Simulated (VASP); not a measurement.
# Si3N4 (Fd-3m) in VASP: relaxation of the atoms with PBEsol

Aim: the relaxation of the atoms of Si3N4 with PBEsol.

All numbers are computed with VASP 6.6.1; they aren't measurements. Logs are shortened: lines on timing, memory, paths and dates and some standing lists are left out, and cuts for length are marked.

### 1 The cell of the first run

It takes space group Fd-3m (No. 227, cubic). The conventional cell has a = 7.821 Å, b = 7.821 Å, c = 7.821 Å, α = 90.00°, β = 90.00°, γ = 90.00°. Si (site symmetry -3m) has 6 N at 1.90 Å within 2.5 Å. Si (site symmetry -43m) has 4 N at 1.79 Å within 2.4 Å. Within 2.4 Å of N (site symmetry 3m) lie 4 Si at 1.79 to 1.90 Å.

### 2 Relaxation of the atoms, PBEsol (volume scaled by 1.03)

INCAR reads:

```
  PREC = Accurate
  ENCUT = 520
  EDIFF = 1E-6
  ISMEAR = 0
  SIGMA = 0.02
  LREAL = F
  LASPH = T
  NELM = 100
  ALGO = Normal
  ISIF = 2
  LWAVE = F
  LCHARG = F
  GGA = PS
  IBRION = 2
  NSW = 50
  EDIFFG = -0.01
```

KPOINTS reads:

```
regular mesh
0
Gamma
  6 6 6
```

POSCAR reads:

```
Si3N4
1.0
    0.0000000000      3.9103180177      3.9103180177
    3.9103180177      0.0000000000      3.9103180177
    3.9103180177      3.9103180177      0.0000000000
Si N
6 8
Direct
    0.1250000000      0.1250000000      0.6250000000
    0.1250000000      0.6250000000      0.1250000000
    0.6250000000      0.1250000000      0.1250000000
    0.1250000000      0.1250000000      0.1250000000
    0.7500000000      0.7500000000      0.7500000000
    0.5000000000      0.5000000000      0.5000000000
    0.3675496349      0.3675496349      0.3675496349
    0.3526489046      0.8824503651      0.8824503651
    0.8824503651      0.8824503651      0.3526489046
    0.8824503651      0.3526489046      0.8824503651
    0.3675496349      0.3675496349      0.8973510954
    0.3675496349      0.8973510954      0.3675496349
    0.8824503651      0.8824503651      0.8824503651
    0.8973510954      0.3675496349      0.3675496349
```

Potentials or basis: VASP PAW PBE potentials, release 64 (Si, N).

Command:

```
> cat potpaw_PBE.64/Si/POTCAR potpaw_PBE.64/N/POTCAR > POTCAR
> mpirun -np 1 vasp_std > vasp.out
```

OUTCAR:

```text
PREC = Accurate
   ENCUT = 520
   EDIFF = 1E-6
   ISMEAR = 0
   LREAL = F
   LASPH = T
   NELM = 100
   ISIF = 2
   GGA = PS
   IBRION = 2
   NSW = 50
   EDIFFG = -0.01

 ion  position               nearest neighbor table
   1  0.125  0.125  0.625-   8 1.90  10 1.90  12 1.90  14 1.90  13 1.90   7 1.90   4 2.77   2 2.77
                             3 2.77   4 2.77   2 2.77   3 2.77
   2  0.125  0.625  0.125-   8 1.90   9 1.90  11 1.90  14 1.90  13 1.90   7 1.90   4 2.77   1 2.77
                             1 2.77   3 2.77   4 2.77   3 2.77
   3  0.625  0.125  0.125-   9 1.90  10 1.90  11 1.90  12 1.90   7 1.90  13 1.90   4 2.77   1 2.77
                             2 2.77   1 2.77   2 2.77   4 2.77
   4  0.125  0.125  0.125-   8 1.90   9 1.90  10 1.90  11 1.90  12 1.90  14 1.90   1 2.77   2 2.77
                             3 2.77   1 2.77   2 2.77   3 2.77
   5  0.750  0.750  0.750-  13 1.79   9 1.79  10 1.79   8 1.79
   6  0.500  0.500  0.500-   7 1.79  11 1.79  12 1.79  14 1.79
   7  0.368  0.368  0.368-   6 1.79   2 1.90   3 1.90   1 1.90
   8  0.353  0.882  0.882-   5 1.79   2 1.90   1 1.90   4 1.90
   9  0.882  0.882  0.353-   5 1.79   3 1.90   2 1.90   4 1.90
  10  0.882  0.353  0.882-   5 1.79   3 1.90   1 1.90   4 1.90
  11  0.368  0.368  0.897-   6 1.79   3 1.90   2 1.90   4 1.90
  12  0.368  0.897  0.368-   6 1.79   3 1.90   1 1.90   4 1.90
  13  0.882  0.882  0.882-   5 1.79   2 1.90   3 1.90   1 1.90
  14  0.897  0.368  0.368-   6 1.79   2 1.90   1 1.90   4 1.90

  LATTYP: Found a face centered cubic cell.
 ALAT       =     7.8206360354

  Lattice vectors:

 A1 = (   0.0000000000,   3.9103180177,   3.9103180177)
 A2 = (   3.9103180177,   0.0000000000,   3.9103180177)
 A3 = (   3.9103180177,   3.9103180177,   0.0000000000)

Analysis of symmetry for initial positions (statically):
=====================================================================
 Subroutine PRICEL returns:
 Original cell was already a primitive cell.

 Routine SETGRP: Setting up the symmetry group for a
 face centered cubic supercell.

 Subroutine GETGRP returns: Found 48 space group operations
 (whereof 24 operations were pure point group operations)
 out of a pool of 48 trial point group operations.

The static configuration has the point symmetry T_d .
 The point group associated with its full space group is O_h .

Analysis of symmetry for dynamics (positions and initial velocities):
=====================================================================
 Subroutine PRICEL returns:
 Original cell was already a primitive cell.

 Routine SETGRP: Setting up the symmetry group for a
 face centered cubic supercell.

 Subroutine GETGRP returns: Found 48 space group operations
 (whereof 24 operations were pure point group operations)
 out of a pool of 48 trial point group operations.
[... 111 lines left out ...]
   ISPIN  =      1    spin polarized calculation?
   LNONCOLLINEAR =      F non collinear calculations
   LSORBIT =      F    spin-orbit coupling
   LASPH  =      T    aspherical Exc in radial PAW
   ENCUT  =  520.0 eV  38.22 Ry    6.18 a.u.  10.28 10.28 10.28*2*pi/ulx,y,z
   NELM   =    100;   NELMIN=  2; NELMDL= -5     # of ELM steps
   EDIFF  = 0.1E-05   stopping-criterion for ELM
   LREAL  =      F    real-space projection
   EDIFFG = -.1E-01   stopping-criterion for IOM
   NSW    =     50    number of steps for IOM
   IBRION =      2    ionic relax: 0-MD 1-quasi-New 2-CG
   NFREE  =      1    steps in history (QN), initial steepest desc. (CG)
   ISIF   =      2    stress and relaxation
   ISYM   =      2    0-nonsym 1-usesym 2-fastsym
   POTIM  = 0.5000    time-step for ionic-motion
   TEBEG  =    0.0;   TEEND  =   0.0 temperature during run
   PSTRESS=    0.0 pullay stress
   NELECT =      64.0000    total number of electrons
   NUPDOWN=      -1.0000    fix difference up-down
   EMIN   =  10.00;   EMAX   =-10.00  energy-range for DOS
   EFERMI =   0.00;   METHOD = LEGACY
   ISMEAR =     0;   SIGMA  =   0.02  broadening in eV -4-tet -1-fermi 0-gaus
   EFERMI_NEDOS =   21; number of points for ismear=-14 and -15
   IALGO  =     38    algorithm
   IMIX   =      4    mixing-type and parameters
     AMIX     =   0.40;   BMIX     =  1.00
     AMIX_MAG =   1.60;   BMIX_MAG =  1.00
  volume/ion in A,a.u.               =       8.54        57.64
  Fermi-wavevector in a.u.,A,eV,Ry     =   1.329167  2.511761 24.037192  1.766684
  Thomas-Fermi vector in A             =   2.458349
   LORBIT       =      0    0 simple, 1 ext, 2 COOP (PROOUT), +10 PAW based schemes
   GGA     = PS    functional components
   LHFCALC =     F    Hartree Fock is set to
   AEXX    =    0.0000 exact exchange contribution
   IVDW    =     0    specifies the selected vdW correction
   LEPSILON=     F    determine dielectric tensor
   LRPA    =     F    only Hartree local field effects (RPA)
 conjugate gradient relaxation of ions
 non-spin polarized calculation
 Gauss-broadening in eV      SIGMA  =   0.02
  energy-cutoff  :      520.00
  volume of cell :      119.58
 maximum number of plane-waves:      3250
 NGX is ok and might be reduce to    42
   NGX = 21   NGY = 21   NGZ = 21

--------------------------------------- Ionic step        1  -------------------------------------------

 number of electron      64.0000005 magnetization

 Free energy of the ion-electron system (eV)
  ---------------------------------------------------
  ext. energy  EPLUGINS =         0.00000000
  ---------------------------------------------------
  free energy    TOTEN  =      -119.20504953 eV

  energy without entropy =     -119.20504953  energy(sigma->0) =     -119.20504953

------------------------ aborting loop because EDIFF is reached ----------------------------------------

  FORCE on cell =-STRESS in cart. coord.  units (eV):
  Direction    XX          YY          ZZ          XY          YZ          ZX
  --------------------------------------------------------------------------------------
  -------------------------------------------------------------------------------------
  Total       -6.2388783     -6.2388783     -6.2388783      0.0000000      0.0000000      0.0000000
  in kB      -83.5893336    -83.5893336    -83.5893336      0.0000000      0.0000000      0.0000000
  external PRESSURE =     -83.5893336 kB  Pullay stress =       0.0000000 kB
[... 83 lines left out ...]
--------------------------------------- Ionic step        3  -------------------------------------------

 number of electron      64.0000003 magnetization

 Free energy of the ion-electron system (eV)
  ---------------------------------------------------
  ext. energy  EPLUGINS =         0.00000000
  ---------------------------------------------------
  free energy    TOTEN  =      -119.20587082 eV

  energy without entropy =     -119.20587082  energy(sigma->0) =     -119.20587082

 E-fermi :   9.0156     XC(G=0): -12.3434

 val. band max:        8.8646782190   @ k =  -0.1667   0.1667   0.0000
 cond. band min:      12.0331979822   @ k =   0.0000   0.0000   0.0000
 fundamental gap:      3.1685197633
 Fermi energy:         9.0156403367

 k-point     1 :       0.0000    0.0000    0.0000
  band No.  band energies     occupation
      1      -9.7884      2.00000
      2      -6.5283      2.00000
      3      -5.6000      2.00000
      4      -5.6000      2.00000
      5      -5.6000      2.00000
      6      -4.6427      2.00000
[... 718 lines left out ...]
  FREE ENERGIE OF THE ION-ELECTRON SYSTEM (eV)
  ---------------------------------------------------
  free  energy   TOTEN  =      -119.2058708199 eV

  energy  without entropy=     -119.2058708199  energy(sigma->0) =     -119.20587082

 reached required accuracy - stopping structural energy minimisation
```

OSZICAR:

```text
N       E                     dE             d eps       ncg     rms          rms(c)
DAV:   1     0.276577091120E+03    0.27658E+03   -0.32762E+04  1280   0.151E+03
DAV:   2    -0.111991686154E+03   -0.38857E+03   -0.37301E+03  1632   0.302E+02
DAV:   3    -0.131002963710E+03   -0.19011E+02   -0.18876E+02  1544   0.739E+01
DAV:   4    -0.131284313239E+03   -0.28135E+00   -0.28043E+00  1560   0.929E+00
[... 19 lines left out ...]
DAV:   1    -0.119205836106E+03   -0.93415E-03   -0.18556E-01  1384   0.241E+00    0.141E-01
DAV:   2    -0.119205933810E+03   -0.97704E-04   -0.37457E-03  1544   0.324E-01    0.481E-02
DAV:   3    -0.119205870146E+03    0.63664E-04   -0.18840E-04  1592   0.824E-02    0.230E-02
DAV:   4    -0.119205870616E+03   -0.46995E-06   -0.60788E-05  1520   0.370E-02    0.164E-02
DAV:   5    -0.119205870820E+03   -0.20397E-06   -0.38642E-06  1384   0.130E-02
   3 F= -.11920587E+03 E0= -.11920587E+03  d E =-.821286E-03
```

Run time: 92 s. Hardware: 1 thread of Intel Xeon 6975P-C (Granite Rapids), shared host; peak memory 0.27 GiB.

Results:

* Free energy: -119.2059 eV
* Energy gained by relaxing: 0.1 meV/atom
* Ionic steps: 3
* Pressure after relaxing: -8.3 GPa
* Band gap on the k mesh: 3.17 eV, indirect (least direct gap 3.21 eV)

Step by step:
| step | energy change (eV) | largest force (eV/Å) | pressure (GPa) |
| --- | --- | --- | --- |
| 1 | 0.0000 | 0.0943 | -8.36 |
| 2 | 0.0001 | 0.1022 | -8.20 |
| 3 | -0.0008 | 0.0019 | -8.29 |

Final structure:
```
Si N
1.0
     0.00000    3.91032    3.91032
     3.91032    0.00000    3.91032
     3.91032    3.91032    0.00000
Si N
6 8
Cartesian
  2.9327 2.9327 0.9776
  2.9327 0.9776 2.9327
  0.9776 2.9327 2.9327
  0.9776 0.9776 0.9776
  5.8655 5.8655 5.8655
  3.9103 3.9103 3.9103
  2.8732 2.8732 2.8732
  6.9026 4.8284 4.8284
  4.8284 4.8284 6.9026
  4.8284 6.9026 4.8284
  4.9474 4.9474 2.8732
  4.9474 2.8732 4.9474
  6.9026 6.9026 6.9026
  2.8732 4.9474 4.9474
```

Levels at points of the mesh, in eV from the valence-band top:
| k point | band 30 | band 31 | band 32 | band 33 | band 34 | band 35 |
| --- | --- | --- | --- | --- | --- | --- |
| (0.00, 0.00, 0.00) | -0.04 | -0.04 | -0.04 | 3.17 | 3.17 | 3.17 |
| (0.50, 0.00, 0.00) | -0.48 | -0.33 | -0.33 | 4.73 | 5.57 | 5.57 |
| (0.50, 0.50, 0.00) | -1.09 | -0.42 | -0.42 | 6.43 | 6.43 | 6.77 |

Caveat: the PAW data sets were made with another functional, which shifts forces and pressure a little.
